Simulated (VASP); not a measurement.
# Ba5Na4Al2O10 in VASP: further runs

Ba5Na4Al2O10 is run at these levels: PBE; tasks: single point.

Everything below comes from runs of VASP 6.6.1. Logs are shortened: lines on timing, memory, paths and dates and some standing lists are left out, and cuts for length are marked.

## (1) The cell of the first run

The cell holds a disordered packing, 21 atoms: a = 6.933 Å, b = 7.215 Å, c = 6.739 Å, α = 90.92°, β = 88.87°, γ = 91.24°.

## (2) Single point, PBE

Input file INCAR:

```
SYSTEM = Ba5Na4Al2O10
ALGO = Normal
EDIFF = 1E-6
ENCUT = 970
GGA = PE
GGA_COMPAT = .False.
ISIF = 2
ISMEAR = -1
ISYM = 0
LASPH = .True.
LCHARG = .False.
LREAL = Auto
LWAVE = .False.
NBANDS = 92
NELM = 120
PREC = Accurate
SIGMA = 0.05
```

Input file KPOINTS:

```
k-points
0
Gamma
  1 1 1
  0 0 0
```

Input file POSCAR:

```
Ba5Na4Al2O10
1.0
    6.9327090000     -0.0765500000      0.0671430000
   -0.0765500000      7.2143380000     -0.0554530000
    0.0671430000     -0.0554530000      6.7389310000
Ba O Al Na
5 10 2 4
Direct
    0.7309021450      0.9132770476      0.2578895658
    0.4259670473      0.6333730872      0.8962680776
    0.9548317638      0.6651128948      0.8294927246
    0.4423970859      0.0850734556      0.6621853987
    0.9496725659      0.1282396717      0.6815483657
    0.1985484926      0.0921512595      0.3745774994
    0.7026230720      0.4089171520      0.8545390154
    0.1101710056      0.4541491623      0.5706268133
    0.4538124029      0.5548737142      0.2906818731
    0.2561533022      0.7875642147      0.6247075237
    0.7053327322      0.8278392188      0.6620870599
    0.6918673165      0.1959221830      0.4060448795
    0.4041472309      0.9516853498      0.0497053836
    0.0966606414      0.7074861359      0.2223458206
    0.9902318943      0.0310093563      0.0339156792
    0.1803211840      0.9535196703      0.1683516601
    0.2337009033      0.6201260943      0.4277035145
    0.7392225533      0.4467207752      0.1605175045
    0.0268331063      0.3097601046      0.2882805109
    0.4109254681      0.2516174483      0.2129726768
    0.6715570131      0.5070529977      0.5374284523
```

Potentials or basis: VASP PAW PBE potentials, release 64 (Ba_sv, O, Al, Na_sv).

Run with:

```sh
$ cat potpaw_PBE.64/Ba_sv/POTCAR potpaw_PBE.64/O/POTCAR potpaw_PBE.64/Al/POTCAR potpaw_PBE.64/Na_sv/POTCAR > POTCAR
$ mpirun -np 1 vasp_gam > vasp.out
```

OUTCAR:

```text
SYSTEM = Ba5Na4Al2O10
   EDIFF = 1E-6
   ENCUT = 970
   GGA = PE
   ISIF = 2
   ISMEAR = -1
   ISYM = 0
   LASPH = .True.
   LREAL = Auto
   NELM = 120
   PREC = Accurate

 ion  position               nearest neighbor table
   1  0.731  0.913  0.258-  12 2.28  15 2.47  13 2.71  11 2.80  14 2.97  16 3.17   9 3.20   4 3.57
                             5 3.58   3 3.71   2 3.79  16 3.89   5 4.43   3 4.59   4 4.72
   2  0.426  0.633  0.896-  10 2.49  13 2.51   7 2.55   9 2.74  11 2.84  21 3.07  18 3.17  14 3.19
                             3 3.32   8 3.36  16 3.39  17 3.45   4 3.64   3 3.69   1 3.79  17 3.80
   3  0.955  0.665  0.829-  11 2.42   7 2.52   8 2.54  10 2.63  14 2.85  15 2.97  21 3.00  18 3.09
                            17 3.31   2 3.32  16 3.44   5 3.50   2 3.69   1 3.71   5 3.98   1 4.59
   4  0.442  0.085  0.662-  10 2.49  12 2.55   6 2.60  11 2.63  13 2.80   7 3.19  20 3.29   5 3.44
                             5 3.53   1 3.57   2 3.64  16 3.92  17 3.94  16 3.95   2 4.24   3 4.63
   5  0.950  0.128  0.682-  15 2.51  12 2.66   6 2.68   8 2.69  11 2.72   7 2.90  19 3.01  10 3.30
                             4 3.44   3 3.50   4 3.53   1 3.58  16 3.92  16 3.98   3 3.98   1 4.43
   6  0.199  0.092  0.375-  16 1.70   4 2.60   5 2.68
   7  0.703  0.409  0.855-   3 2.52   2 2.55   5 2.90   4 3.19
   8  0.110  0.454  0.571-  17 1.75   3 2.54   5 2.69   2 3.36
   9  0.454  0.555  0.291-  17 1.83   2 2.74   1 3.20
  10  0.256  0.788  0.625-  17 1.79   2 2.49   4 2.49   3 2.63   5 3.30
  11  0.705  0.828  0.662-   3 2.42   4 2.63   5 2.72   1 2.80   2 2.84
  12  0.692  0.196  0.406-   1 2.28   4 2.55   5 2.66
  13  0.404  0.952  0.050-  16 1.73   2 2.51   1 2.71   4 2.80
  14  0.097  0.707  0.222-  17 1.82  16 1.89   3 2.85   1 2.97   2 3.19
  15  0.990  0.031  0.034-  16 1.72   1 2.47   5 2.51   3 2.97
  16  0.180  0.954  0.168-   6 1.70  15 1.72  13 1.73  14 1.89  17 3.03   1 3.17   2 3.39   3 3.44
                             1 3.89   5 3.92   4 3.92   4 3.95   5 3.98
  17  0.234  0.620  0.428-   8 1.75  10 1.79  14 1.82   9 1.83  16 3.03   3 3.31   2 3.45   2 3.80
                             4 3.94
  18  0.739  0.447  0.161-   3 3.09   2 3.17
  19  0.027  0.310  0.288-   5 3.01
  20  0.411  0.252  0.213-   4 3.29
  21  0.672  0.507  0.537-   3 3.00   2 3.07

IMPORTANT INFORMATION: All symmetrisations will be switched off!
NOSYMM: (Re-)initialisation of all symmetry stuff for point group C_1.

----------------------------------------------------------------------------------------

                                     Primitive cell

  volume of cell :     336.9542

  direct lattice vectors                    reciprocal lattice vectors
     6.932709000 -0.076550000  0.067143000     0.144274342  0.001519915 -0.001424963
    -0.076550000  7.214338000 -0.055453000     0.001519915  0.138637637  0.001125671
     0.067143000 -0.055453000  6.738931000    -0.001424963  0.001125671  0.148414949

  length of vectors
     6.933456725  7.214957222  6.739493619     0.144289384  0.138650538  0.148426058

  position of ions in fractional coordinates (direct lattice)
     0.730902145  0.913277048  0.257889566
     0.425967047  0.633373087  0.896268078
     0.954831764  0.665112895  0.829492725
     0.442397086  0.085073456  0.662185399
     0.949672566  0.128239672  0.681548366
     0.198548493  0.092151259  0.374577499
[... 13 lines left out ...]
     0.410925468  0.251617448  0.212972677
     0.671557013  0.507052998  0.537428452

  ion indices of the primitive-cell ions
   primitive index   ion index
                 1           1
                 2           2
                 3           3
                 4           4
                 5           5
                 6           6
[... 13 lines left out ...]
                20          20
                21          21

----------------------------------------------------------------------------------------

 KPOINTS: k-points

Automatic generation of k-mesh.
 Grid dimensions read from file:
 generate k-points for:    1    1    1

 Generating k-lattice:

  Cartesian coordinates                     Fractional coordinates (reciprocal lattice)
     0.144274342  0.001519915 -0.001424963     1.000000000 -0.000000000  0.000000000
     0.001519915  0.138637637  0.001125671     0.000000000  1.000000000  0.000000000
    -0.001424963  0.001125671  0.148414949     0.000000000  0.000000000  1.000000000

  Length of vectors
     0.144289384  0.138650538  0.148426058

  Shift w.r.t. Gamma in fractional coordinates (k-lattice)
     0.000000000  0.000000000  0.000000000

 Subroutine IBZKPT returns following result:
 ===========================================

 Found      1 irreducible k-points:

 Following reciprocal coordinates:
            Coordinates               Weight
  0.000000  0.000000  0.000000      1.000000
   k-points           NKPTS =      1   k-points in BZ     NKDIM =      1   number of bands    NBANDS=     92
   number of dos      NEDOS =    301   number of ions     NIONS =     21
   total plane-waves  NPLWV = 392000
   dimension x,y,z NGX =    70 NGY =   80 NGZ =   70
   dimension x,y,z NGXF=   140 NGYF=  160 NGZF=  140
   ions per type =               5  10   2   4
   NGX,Y,Z   is equivalent  to a cutoff of  16.78, 18.43, 17.27 a.u.
   NGXF,Y,Z  is equivalent  to a cutoff of  33.57, 36.87, 34.53 a.u.
 SYSTEM =  Ba5Na4Al2O10
   PREC   = accura    normal or accurate (medium, high low for compatibility)
   ISTART =      0    job   : 0-new  1-cont  2-samecut
   ICHARG =      2    charge: 1-file 2-atom 10-const
   ISPIN  =      1    spin polarized calculation?
   LNONCOLLINEAR =      F non collinear calculations
   LSORBIT =      F    spin-orbit coupling
   LASPH  =      T    aspherical Exc in radial PAW
   ENCUT  =  970.0 eV  71.29 Ry    8.44 a.u.  17.61 18.32 17.11*2*pi/ulx,y,z
   NELM   =    120;   NELMIN=  2; NELMDL= -5     # of ELM steps
   EDIFF  = 0.1E-05   stopping-criterion for ELM
   LREAL  =      T    real-space projection
   EDIFFG = 0.1E-04   stopping-criterion for IOM
   NSW    =      0    number of steps for IOM
   IBRION =     -1    ionic relax: 0-MD 1-quasi-New 2-CG
   NFREE  =      0    steps in history (QN), initial steepest desc. (CG)
   ISIF   =      2    stress and relaxation
   ISYM   =      0    0-nonsym 1-usesym 2-fastsym
   POTIM  = 0.5000    time-step for ionic-motion
   TEBEG  =    0.0;   TEEND  =   0.0 temperature during run
   PSTRESS=    0.0 pullay stress
   NELECT =     152.0000    total number of electrons
   NUPDOWN=      -1.0000    fix difference up-down
   EMIN   =  10.00;   EMAX   =-10.00  energy-range for DOS
   EFERMI =   0.00;   METHOD = LEGACY
   ISMEAR =    -1;   SIGMA  =   0.05  broadening in eV -4-tet -1-fermi 0-gaus
   EFERMI_NEDOS =   21; number of points for ismear=-14 and -15
   IALGO  =     38    algorithm
   IMIX   =      4    mixing-type and parameters
     AMIX     =   0.40;   BMIX     =  1.00
     AMIX_MAG =   1.60;   BMIX_MAG =  1.00
  volume/ion in A,a.u.               =      16.05       108.28
  Fermi-wavevector in a.u.,A,eV,Ry     =   1.255545  2.372637 21.448142  1.576394
  Thomas-Fermi vector in A             =   2.389297
   LORBIT       =      0    0 simple, 1 ext, 2 COOP (PROOUT), +10 PAW based schemes
   GGA     = PE    functional components
   LHFCALC =     F    Hartree Fock is set to
   AEXX    =    0.0000 exact exchange contribution
   IVDW    =     0    specifies the selected vdW correction
   LEPSILON=     F    determine dielectric tensor
   LRPA    =     F    only Hartree local field effects (RPA)
 non-spin polarized calculation
  energy-cutoff  :      970.00
  volume of cell :      336.95
 maximum number of plane-waves:     11565
 NGX is ok and might be reduce to    70
   NGX = 35   NGY = 37   NGZ = 35

 number of electron     152.0000008 magnetization

 Free energy of the ion-electron system (eV)
  ---------------------------------------------------
  ext. energy  EPLUGINS =         0.00000000
  ---------------------------------------------------
  free energy    TOTEN  =      -115.44418746 eV

  energy without entropy =     -115.44418746  energy(sigma->0) =     -115.44418746

 E-fermi :   3.5422     XC(G=0):  -9.6313

 val. band max:        2.4219429015   @ k =   0.0000   0.0000   0.0000
 cond. band min:       4.6574262862   @ k =   0.0000   0.0000   0.0000
 fundamental gap:      2.2354833847
 Fermi energy:         3.5422361158

 k-point     1 :       0.0000    0.0000    0.0000
  band No.  band energies     occupation
      1     -49.2508      2.00000
      2     -48.7836      2.00000
      3     -48.1527      2.00000
      4     -48.0033      2.00000
      5     -23.3390      2.00000
      6     -23.1588      2.00000
[... 80 lines left out ...]
     87       8.3833      0.00000
     88       8.4510      0.00000
 [bands above 88 left out]

------------------------ aborting loop because EDIFF is reached ----------------------------------------

  FORCE on cell =-STRESS in cart. coord.  units (eV):
  Direction    XX          YY          ZZ          XY          YZ          ZX
  --------------------------------------------------------------------------------------
  -------------------------------------------------------------------------------------
  Total       22.5100076     19.9170444     20.0878918     -2.1138392      0.6014521      2.2006909
  in kB      107.0324088     94.7031774     95.5155361    -10.0510538      2.8598333     10.4640233
  external PRESSURE =      99.0837074 kB  Pullay stress =       0.0000000 kB

 VOLUME and BASIS-vectors are now :
 -----------------------------------------------------------------------------
  energy-cutoff  :      970.00
  volume of cell :      336.95
      direct lattice vectors                 reciprocal lattice vectors
     6.932709000 -0.076550000  0.067143000     0.144274342  0.001519915 -0.001424963
    -0.076550000  7.214338000 -0.055453000     0.001519915  0.138637637  0.001125671
     0.067143000 -0.055453000  6.738931000    -0.001424963  0.001125671  0.148414949

 POSITION                                       TOTAL-FORCE (eV/Angst)
 -----------------------------------------------------------------------------------
      5.01454      6.51844      1.73633        -0.893687     -1.545665     -0.429437
      2.96480      4.48706      6.03337         0.063832     -0.017544      0.031105
      6.62435      4.67926      5.61712         0.266038      0.639953      0.038914
      3.10496      0.54316      4.48741         0.018792      0.322325      0.681432
      6.61975      0.81467      4.64956        -0.225502      0.274759      0.372586
      1.39457      0.62884      2.53247        -0.133093      0.062565      0.976546
[... 13 lines left out ...]
      2.84386      1.77199      1.44885         0.965328      0.171512     -0.087885
      4.65298      3.57684      3.63867        -0.214463     -0.150100     -0.015022
 -----------------------------------------------------------------------------------
    total drift:                               -0.055064      0.070312      0.044007

  FREE ENERGIE OF THE ION-ELECTRON SYSTEM (eV)
  ---------------------------------------------------
  free  energy   TOTEN  =      -115.4441874596 eV

  energy  without entropy=     -115.4441874587  energy(sigma->0) =     -115.44418746
```

It took 1.8 min on 1 thread of Intel Xeon Platinum 8488C (Sapphire Rapids), shared host; peak memory 0.77 GiB.

What came out:

| Quantity | Value |
| --- | --- |
| Free energy | -115.4442 eV |
| Pressure | 9.9 GPa |
| Largest force | 1.997 eV/Å |

Forces in eV/Å, atoms in the order of the input:
```
Ba  -0.894 -1.546 -0.429
Ba   0.064 -0.018  0.031
Ba   0.266  0.640  0.039
Ba   0.019  0.322  0.681
Ba  -0.226  0.275  0.373
O   -0.133  0.063  0.977
O   -0.056 -0.480 -0.297
O   -0.182 -0.863 -0.231
O   -0.472 -0.040  0.593
O   -0.291 -0.321 -0.593
O   -0.076 -0.152 -0.082
O    0.395  1.958 -0.004
O    0.684  0.570 -0.338
O   -0.291 -0.062 -0.029
O   -0.122  0.621 -0.723
Al   0.167 -1.720  0.281
Al   1.209  1.236 -0.354
Na  -0.449 -0.424  0.516
Na  -0.364 -0.082 -0.308
Na   0.965  0.172 -0.088
Na  -0.214 -0.150 -0.015
```

Levels at points of the mesh, in eV from the Fermi level:
| k point | band 74 | band 75 | band 76 | band 77 | band 78 | band 79 |
| --- | --- | --- | --- | --- | --- | --- |
| (0.00, 0.00, 0.00) | -1.59 | -1.37 | -1.12 | 1.12 | 2.58 | 2.74 |

Caveat: the k points lie up to 0.93 Å⁻¹ apart; the atoms stand as in a frame of molecular dynamics; spin-orbit coupling is left out, which moves the levels of the heavy elements.

## (3) Single point, PBE

Input file INCAR:

```
SYSTEM = Ba5Na4Al2O10
PREC = Accurate
ENCUT = 970
EDIFF = 1E-6
ISMEAR = -1
SIGMA = 0.2111
LREAL = Auto
LASPH = .TRUE.
NELM = 120
ALGO = Normal
ISIF = 2
LWAVE = .FALSE.
LCHARG = .TRUE.
GGA = PE
LELF = .TRUE.
LVHAR = .TRUE.
NBANDS = 92
ISYM = 0
GGA_COMPAT = .FALSE.
```

Input file KPOINTS:

```
regular mesh
0
G
  1 1 1
  0 0 0
```

Input file POSCAR:

```
Ba5Na4Al2O10
1.0
    6.9327090000     -0.0765500000      0.0671430000
   -0.0765500000      7.2143380000     -0.0554530000
    0.0671430000     -0.0554530000      6.7389310000
Ba O Al Na
5 10 2 4
Direct
    0.6861590798      0.9678258067      0.1124739317
    0.3945941395      0.6839141110      0.8478960320
    1.0019399898      0.7659631883      0.7509211327
    0.4300379964      0.1258524415      0.6739156187
    0.9512414387      0.2381432482      0.5998656988
    1.1568830623      0.1632650353      0.2779786492
    0.7349409509      0.4903179208      0.8313613034
    0.1643109087      0.5037036804      0.5683660439
    0.4883044606      0.6082947094      0.2180753209
    0.2690277949      0.8365004723      0.5325603018
    0.7193283740     -0.0718718840      0.7058653106
    0.6597152148      0.1915272125      0.3313048464
    0.3550846864      0.9635085523      0.0614327389
    0.0585057011      0.7255941724      0.1625520614
    0.0216403798      1.0980558535      0.9201215284
    0.0986978740     -0.0132729933      0.1413596758
    0.2724613169      0.6712420594      0.3502458351
    0.7229748796      0.4296784819      0.1864294587
   -0.0052867983      0.3874580267      1.0442152741
    0.3774155974      0.3410824385      0.2701897718
    0.7125741500      0.6747799845      0.4827932217
```

Potentials or basis: VASP PAW PBE potentials, release 64 (Ba_sv, O, Al, Na_sv).

Run with:

```sh
$ cat potpaw_PBE.64/Ba_sv/POTCAR potpaw_PBE.64/O/POTCAR potpaw_PBE.64/Al/POTCAR potpaw_PBE.64/Na_sv/POTCAR > POTCAR
$ mpirun -np 1 vasp_gam > vasp.out
```

Run time: 3.3 min. Hardware: 1 thread of Intel Xeon Platinum 8259CL at 2.50GHz (Skylake/Cascade Lake), shared host; peak memory 0.76 GiB.

It converged, with:

```yaml
Free_energy: -109.1092 eV
Pressure: 12.7 GPa
Largest_force: 4.986 eV/Å
```

Forces on the atoms (eV/Å):
```
Ba   0.201 -1.941 -0.535
Ba   3.831 -2.334  0.429
Ba  -3.241  0.011  1.373
Ba   0.441  0.974 -0.474
Ba  -1.741 -0.756 -0.542
O   -1.951  2.702  3.708
O    0.134 -0.258 -0.211
O    1.885  0.272 -2.262
O   -1.138  0.776  1.569
O    1.177  1.975 -0.603
O   -1.931 -0.116 -1.072
O   -0.295  1.631  2.456
O   -0.596 -0.482 -1.478
O    0.550  0.020  1.094
O   -0.224 -0.410  0.521
Al   3.684 -1.721 -2.785
Al  -1.439  0.302  0.077
Na  -0.341  1.014 -1.058
Na   1.102 -0.330 -0.394
Na   0.611 -1.320  0.067
Na  -0.719 -0.010  0.118
```

Stress tensor (GPa, compression positive):
```
14.03 -0.45  3.18
-0.45 14.52  4.76
 3.18  4.76  9.54
```

Levels at points of the mesh, in eV from the Fermi level:
```tsv
k point	band 72	band 73	band 74	band 75	band 76	band 77	band 78	band 79	band 80	band 81
(0.00, 0.00, 0.00)	-1.38	-1.32	-1.13	-1.07	-0.89	0.73	2.35	2.83	3.05	3.29
```

Caveat: the k points lie up to 0.93 Å⁻¹ apart; the atoms stand as in a frame of molecular dynamics; spin-orbit coupling is left out, which moves the levels of the heavy elements.
